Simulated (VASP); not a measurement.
The system is Ta2H3.

```
Ta H
1.0
     3.98500    0.00000    0.00000
     0.00000    3.98500    0.00000
     0.00000    0.00000    3.98500
Ta H
2 3
Direct
  0.50000 0.50000 0.50000
  0.00000 0.00000 0.00000
  0.50000 0.00000 0.00000
  0.00000 0.50000 0.00000
  0.00000 0.00000 0.50000
```

```yaml
Program: VASP 6.6.1
Task: relaxation of cell and atoms
Functional: PBE
Potentials_or_basis: VASP PAW PBE potentials, release 64 (Ta_pv, H)
Cutoff: 600 eV
k_mesh: 4 × 4 × 4
Occupations: gaussian, width 0.1 eV
Spin: no spin polarisation
```

At the start: pressure -29.3 GPa; volume 12.66 Å³/atom.

**Question.** How do energy, volume and symmetry change on relaxing?

**Answer.** Over 3 steps the energy falls by 429.0 meV/atom and the volume is 9.12 Å³/atom (-28.0 %); space group Pm-3m (No. 221, to 0.05 Å).

The path:
| step | energy change (eV) | largest force (eV/Å) | pressure (GPa) | volume (Å³) |
| --- | --- | --- | --- | --- |
| 1 | 0.0000 | 0.0000 | -29.28 | 63.28 |
| 2 | -2.1251 | 0.0000 | 5.27 | 44.37 |
| 3 | -2.1452 | 0.0000 | 0.15 | 45.59 |

Final structure:
```
Ta H
1.0
     3.57237    0.00000    0.00000
     0.00000    3.57237    0.00000
     0.00000    0.00000    3.57237
Ta H
2 3
Direct
  0.50000 0.50000 0.50000
  0.00000 0.00000 0.00000
  0.50000 0.00000 0.00000
  0.00000 0.50000 0.00000
  0.00000 0.00000 0.50000
```

Caveat: the k points lie up to 0.44 Å⁻¹ apart in the final cell; the volume moved by over 15 % at a fixed basis, so the end points are rough.
